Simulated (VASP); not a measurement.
# AlAs (F-43m) in VASP: notebook

The runs below take AlAs through single point, with PBE-based global hybrid.

Program: VASP 6.6.1. These are calculated values, not measurements. Logs are shortened: lines on timing, memory, paths and dates and some standing lists are left out, and cuts for length are marked.

## Step 1: The cell of the first run

It takes space group F-43m (No. 216, cubic). The conventional cell has a = 5.661 Å, b = 5.661 Å, c = 5.661 Å, α = 90.00°, β = 90.00°, γ = 90.00°. Within 3.2 Å of Al (site symmetry -43m) lie 4 As at 2.45 Å. Within 3.2 Å of As (site symmetry -43m) lie 4 Al at 2.45 Å.

## Step 2: Single point, PBE-based global hybrid

Contents of POSCAR:

```
AlAs
1.0
    0.0000000000      2.8304000000      2.8304000000
    2.8304000000      0.0000000000      2.8304000000
    2.8304000000      2.8304000000      0.0000000000
Al As
1 1
Direct
    0.0000000000      0.0000000000      0.0000000000
    0.2500000000      0.2500000000      0.2500000000
```

Contents of INCAR.step1:

```
SYSTEM = AlAs
PREC = Accurate
ENCUT = 400
EDIFF = 1E-5
ISMEAR = -1
SIGMA = 0.1
LREAL = .FALSE.
LASPH = .TRUE.
NELM = 120
ALGO = Normal
ISIF = 2
LWAVE = .TRUE.
LCHARG = .FALSE.
NBANDS = 11
GGA = PE
GGA_COMPAT = .FALSE.
```

Contents of INCAR.step2:

```
SYSTEM = AlAs
PREC = Accurate
ENCUT = 400
EDIFF = 1E-6
ISMEAR = -1
SIGMA = 0.1
LREAL = .FALSE.
LASPH = .TRUE.
NELM = 120
ALGO = Normal
ISIF = 2
LWAVE = .FALSE.
LCHARG = .FALSE.
GGA = PE
LHFCALC = .TRUE.
AEXX = 0.05
PRECFOCK = Normal
NBANDS = 11
ISTART = 1
GGA_COMPAT = .FALSE.
```

Contents of KPOINTS:

```
Automatic mesh
0
G
  4 4 4
  0 0 0
```

Potentials or basis: VASP PAW PBE potentials, release 64 (Al, As).

Launch:

```sh
$ cat potpaw_PBE.64/Al/POTCAR potpaw_PBE.64/As/POTCAR > POTCAR
$ cp INCAR.step1 INCAR
$ mpirun -np 1 vasp_std > vasp.out
$ cp INCAR.step2 INCAR
$ mpirun -np 1 vasp_std > vasp.out
```

OUTCAR:

```text
SYSTEM = AlAs
   PREC = Accurate
   ENCUT = 400
   EDIFF = 1E-6
   ISMEAR = -1
   LREAL = .FALSE.
   LASPH = .TRUE.
   NELM = 120
   ISIF = 2
   GGA = PE
   LHFCALC = .TRUE.
   AEXX = 0.05
   PRECFOCK = Normal
   ISTART = 1

 ion  position               nearest neighbor table
   1  0.000  0.000  0.000-   2 2.45   2 2.45   2 2.45   2 2.45
   2  0.250  0.250  0.250-   1 2.45   1 2.45   1 2.45   1 2.45

  LATTYP: Found a face centered cubic cell.
 ALAT       =     5.6608000000

  Lattice vectors:

 A1 = (   0.0000000000,   2.8304000000,   2.8304000000)
 A2 = (   2.8304000000,   0.0000000000,   2.8304000000)
 A3 = (   2.8304000000,   2.8304000000,   0.0000000000)

Analysis of symmetry for initial positions (statically):
=====================================================================
 Subroutine PRICEL returns:
 Original cell was already a primitive cell.

 Routine SETGRP: Setting up the symmetry group for a
 face centered cubic supercell.

 Subroutine GETGRP returns: Found 24 space group operations
 (whereof 24 operations were pure point group operations)
 out of a pool of 48 trial point group operations.

The static configuration has the point symmetry T_d .

Analysis of symmetry for dynamics (positions and initial velocities):
=====================================================================
 Subroutine PRICEL returns:
 Original cell was already a primitive cell.

 Routine SETGRP: Setting up the symmetry group for a
 face centered cubic supercell.

 Subroutine GETGRP returns: Found 24 space group operations
 (whereof 24 operations were pure point group operations)
 out of a pool of 48 trial point group operations.

The dynamic configuration has the point symmetry T_d .

 Subroutine INISYM returns: Found 24 space group operations
 (whereof 24 operations are pure point group operations),
 and found     1 'primitive' translations

----------------------------------------------------------------------------------------

                                     Primitive cell

  volume of cell :      45.3496

  direct lattice vectors                    reciprocal lattice vectors
     0.000000000  2.830400000  2.830400000    -0.176653477  0.176653477  0.176653477
     2.830400000  0.000000000  2.830400000     0.176653477 -0.176653477  0.176653477
     2.830400000  2.830400000  0.000000000     0.176653477  0.176653477 -0.176653477

  length of vectors
     4.002790067  4.002790067  4.002790067     0.305972797  0.305972797  0.305972797

  position of ions in fractional coordinates (direct lattice)
     0.000000000  0.000000000  0.000000000
     0.250000000  0.250000000  0.250000000

  ion indices of the primitive-cell ions
   primitive index   ion index
                 1           1
                 2           2

----------------------------------------------------------------------------------------

 KPOINTS: Automatic mesh

Automatic generation of k-mesh.
 Grid dimensions read from file:
 generate k-points for:    4    4    4

 Generating k-lattice:

  Cartesian coordinates                     Fractional coordinates (reciprocal lattice)
    -0.044163369  0.044163369  0.044163369     0.250000000  0.000000000  0.000000000
     0.044163369 -0.044163369  0.044163369     0.000000000  0.250000000  0.000000000
     0.044163369  0.044163369 -0.044163369     0.000000000  0.000000000  0.250000000

  Length of vectors
     0.076493199  0.076493199  0.076493199

  Shift w.r.t. Gamma in fractional coordinates (k-lattice)
     0.000000000  0.000000000  0.000000000

 Subroutine IBZKPT returns following result:
 ===========================================

 Found      8 irreducible k-points:

 Following reciprocal coordinates:
            Coordinates               Weight
  0.000000  0.000000  0.000000      1.000000
  0.250000  0.000000  0.000000      8.000000
  0.500000  0.000000  0.000000      4.000000
  0.250000  0.250000  0.000000      6.000000
  0.500000  0.250000  0.000000     24.000000
 -0.250000  0.250000  0.000000     12.000000
  0.500000  0.500000  0.000000      3.000000
 -0.250000  0.500000  0.250000      6.000000
   k-points           NKPTS =      8   k-points in BZ     NKDIM =     64   number of bands    NBANDS=     11
   number of dos      NEDOS =    301   number of ions     NIONS =      2
   total plane-waves  NPLWV =  21952
   dimension x,y,z NGX =    28 NGY =   28 NGZ =   28
   dimension x,y,z NGXF=    56 NGYF=   56 NGZF=   56
   ions per type =               1   1
   NGX,Y,Z   is equivalent  to a cutoff of  11.63, 11.63, 11.63 a.u.
   NGXF,Y,Z  is equivalent  to a cutoff of  23.26, 23.26, 23.26 a.u.
 SYSTEM =  AlAs
   PREC   = accura    normal or accurate (medium, high low for compatibility)
   ISTART =      1    job   : 0-new  1-cont  2-samecut
   ICHARG =      0    charge: 1-file 2-atom 10-const
   ISPIN  =      1    spin polarized calculation?
   LNONCOLLINEAR =      F non collinear calculations
   LSORBIT =      F    spin-orbit coupling
   LASPH  =      T    aspherical Exc in radial PAW
   ENCUT  =  400.0 eV  29.40 Ry    5.42 a.u.   6.53  6.53  6.53*2*pi/ulx,y,z
   NELM   =    120;   NELMIN=  2; NELMDL=  0     # of ELM steps
   EDIFF  = 0.1E-05   stopping-criterion for ELM
   LREAL  =      F    real-space projection
   EDIFFG = 0.1E-04   stopping-criterion for IOM
   NSW    =      0    number of steps for IOM
   IBRION =     -1    ionic relax: 0-MD 1-quasi-New 2-CG
   NFREE  =      0    steps in history (QN), initial steepest desc. (CG)
   ISIF   =      2    stress and relaxation
   ISYM   =      3    0-nonsym 1-usesym 2-fastsym
   POTIM  = 0.5000    time-step for ionic-motion
   TEBEG  =    0.0;   TEEND  =   0.0 temperature during run
   PSTRESS=    0.0 pullay stress
   NELECT =       8.0000    total number of electrons
   NUPDOWN=      -1.0000    fix difference up-down
   EMIN   =  10.00;   EMAX   =-10.00  energy-range for DOS
   EFERMI =   0.00;   METHOD = LEGACY
   ISMEAR =    -1;   SIGMA  =   0.10  broadening in eV -4-tet -1-fermi 0-gaus
   EFERMI_NEDOS =   21; number of points for ismear=-14 and -15
   IALGO  =     38    algorithm
   IMIX   =      1    mixing-type and parameters
     AMIX     =   0.40;   BMIX     =  1.00
     AMIX_MAG =   1.60;   BMIX_MAG =  1.00
  volume/ion in A,a.u.               =      22.67       153.02
  Fermi-wavevector in a.u.,A,eV,Ry     =   0.918150  1.735052 11.469706  0.843000
  Thomas-Fermi vector in A             =   2.043199
   LORBIT       =      0    0 simple, 1 ext, 2 COOP (PROOUT), +10 PAW based schemes
   GGA     = PE    functional components
   LHFCALC =     T    Hartree Fock is set to
   PRECFOCK=normal    Normal, Fast or Accurate (Low or Medium for compatibility)
   ENCUT4O =  -1.0   cutoff for four orbital integrals eV
   NKREDX  =     1    reduce k-point grid by
   NKREDY  =     1    reduce k-point grid by
   NKREDZ  =     1    reduce k-point grid by
   AEXX    =    0.0500 exact exchange contribution
   HFSCREEN=    0.0000 screening length (either q_TF or 0.3 A-1)
   HFSCREENC=   0.0000 screening length for correlation (either q_TF or 0.3 A-1)
   ENCUTFOCK=  -1.0 apply spherical cutoff to Coloumb kernel
   IVDW    =     0    specifies the selected vdW correction
   LEPSILON=     F    determine dielectric tensor
   LRPA    =     F    only Hartree local field effects (RPA)
 non-spin polarized calculation
  energy-cutoff  :      400.00
  volume of cell :       45.35
 maximum number of plane-waves:       869
 NGX is ok and might be reduce to    28
  NGX = 20; NGY = 20; NGZ = 20

 number of electron       7.9999999 magnetization

 Free energy of the ion-electron system (eV)
  ---------------------------------------------------
  ext. energy  EPLUGINS =         0.00000000
  ---------------------------------------------------
  free energy    TOTEN  =        -9.74987080 eV

  energy without entropy =       -9.74983105  energy(sigma->0) =       -9.74985093

 E-fermi :   4.6056     XC(G=0):  -8.6481

 val. band max:        3.7604392426   @ k =   0.0000   0.0000   0.0000
 cond. band min:       5.4468123263   @ k =   0.5000   0.5000   0.0000
 fundamental gap:      1.6863730837
 Fermi energy:         4.6055519241

 k-point     1 :       0.0000    0.0000    0.0000
  band No.  band energies     occupation
      1      -8.3586      2.00000
      2       3.7604      1.99957
      3       3.7604      1.99957
      4       3.7604      1.99957
      5       6.1356      0.00000
      6       8.3430      0.00000
      7       8.3430      0.00000
      8       8.3430      0.00000
      9      12.9683      0.00000
     10      13.1172      0.00000
     11      13.1172      0.00000

 k-point     2 :       0.2500    0.0000    0.0000
  band No.  band energies     occupation
      1      -7.7648      2.00000
      2       0.3076      2.00000
      3       3.2705      2.00000
      4       3.2705      2.00000
      5       6.6735      0.00000
      6       8.9777      0.00000
      7       8.9777      0.00000
      8      10.5605      0.00000
      9      12.4007      0.00000
     10      12.4007      0.00000
     11      13.4902      0.00000

 k-point     3 :       0.5000    0.0000    0.0000
  band No.  band energies     occupation
      1      -6.8938      2.00000
      2      -1.9488      2.00000
      3       2.9141      2.00000
      4       2.9141      2.00000
      5       6.1905      0.00000
      6       8.7384      0.00000
      7       8.7384      0.00000
      8      11.8363      0.00000
      9      15.3421      0.00000
     10      15.7093      0.00000
     11      15.7093      0.00000

 k-point     4 :       0.2500    0.2500    0.0000
  band No.  band energies     occupation
      1      -7.5596      2.00000
      2       0.4926      2.00000
      3       2.3858      2.00000
      4       2.3858      2.00000
      5       6.6119      0.00000
      6       7.8329      0.00000
      7      10.9367      0.00000
      8      10.9367      0.00000
      9      11.5598      0.00000
     10      14.2258      0.00000
     11      16.3844      0.00000

 k-point     5 :       0.5000    0.2500    0.0000
  band No.  band energies     occupation
      1      -6.6557      2.00000
      2      -1.4081      2.00000
      3       0.9738      2.00000
      4       2.1055      2.00000
      5       6.5924      0.00000
      6       9.2444      0.00000
      7      10.4779      0.00000
      8      11.0335      0.00000
      9      14.4805      0.00000
     10      15.5909      0.00000
     11      17.0679      0.00000

 k-point     6 :      -0.2500    0.2500    0.0000
  band No.  band energies     occupation
      1      -6.9784      2.00000
      2      -0.8904      2.00000
      3       0.8274      2.00000
      4       2.8411      2.00000
      5       7.4526      0.00000
      6       9.8457      0.00000
      7       9.9940      0.00000
      8      10.4204      0.00000
      9      11.7336      0.00000
     10      14.4321      0.00000
     11      16.6235      0.00000

 k-point     7 :       0.5000    0.5000    0.0000
  band No.  band energies     occupation
      1      -6.3235      2.00000
      2      -1.8062      2.00000
      3       1.5317      2.00000
      4       1.5317      2.00000
      5       5.4468      0.00044
      6       6.3216      0.00000
      7      14.5000      0.00000
      8      14.5000      0.00000
      9      15.9542      0.00000
     10      16.7096      0.00000
     11      16.7096      0.00000

 k-point     8 :      -0.2500    0.5000    0.2500
  band No.  band energies     occupation
      1      -6.2903      2.00000
      2      -1.4562      2.00000
      3       0.5114      2.00000
      4       0.8746      2.00000
      5       8.3770      0.00000
      6       9.7425      0.00000
      7       9.7963      0.00000
      8      10.1194      0.00000
      9      14.7759      0.00000
     10      16.4569      0.00000
     11      16.7651      0.00000

------------------------ aborting loop because EDIFF is reached ----------------------------------------

  FORCE on cell =-STRESS in cart. coord.  units (eV):
  Direction    XX          YY          ZZ          XY          YZ          ZX
  --------------------------------------------------------------------------------------
  -------------------------------------------------------------------------------------
  Total        0.7301821      0.7301821      0.7301821      0.0000000     -0.0000000      0.0000000
  in kB       25.7969476     25.7969476     25.7969476      0.0000000     -0.0000000      0.0000000
  external PRESSURE =      25.7969476 kB  Pullay stress =       0.0000000 kB

 VOLUME and BASIS-vectors are now :
 -----------------------------------------------------------------------------
  energy-cutoff  :      400.00
  volume of cell :       45.35
      direct lattice vectors                 reciprocal lattice vectors
     0.000000000  2.830400000  2.830400000    -0.176653477  0.176653477  0.176653477
     2.830400000  0.000000000  2.830400000     0.176653477 -0.176653477  0.176653477
     2.830400000  2.830400000  0.000000000     0.176653477  0.176653477 -0.176653477

 POSITION                                       TOTAL-FORCE (eV/Angst)
 -----------------------------------------------------------------------------------
      0.00000      0.00000      0.00000        -0.000000     -0.000000     -0.000000
      1.41520      1.41520      1.41520         0.000000      0.000000      0.000000
 -----------------------------------------------------------------------------------
    total drift:                                0.000000      0.000000      0.000000

  FREE ENERGIE OF THE ION-ELECTRON SYSTEM (eV)
  ---------------------------------------------------
  free  energy   TOTEN  =        -9.7498707994 eV

  energy  without entropy=       -9.7498310537  energy(sigma->0) =       -9.74985093
```

It took 2.1 min on 1 thread of Intel Xeon 8259CL, shared host; peak memory 0.16 GiB.

Results:

```yaml
Free_energy: -9.7499 eV
Pressure: 2.6 GPa
Band_gap_on_the_k_mesh: 1.69 eV, indirect (least direct gap 2.38 eV)
```

Levels at points of the mesh, in eV from the valence-band top:
| k point | band 2 | band 3 | band 4 | band 5 | band 6 | band 7 |
| --- | --- | --- | --- | --- | --- | --- |
| (0.00, 0.00, 0.00) | 0.00 | 0.00 | 0.00 | 2.38 | 4.58 | 4.58 |
| (0.50, 0.00, 0.00) | -5.71 | -0.85 | -0.85 | 2.43 | 4.98 | 4.98 |
| (0.50, 0.50, 0.00) | -5.57 | -2.23 | -2.23 | 1.69 | 2.56 | 10.74 |

Caveat: the k points lie up to 0.48 Å⁻¹ apart; the PAW data sets were made with another functional, which shifts forces and pressure a little.

(Continued in part 2 of 2.)
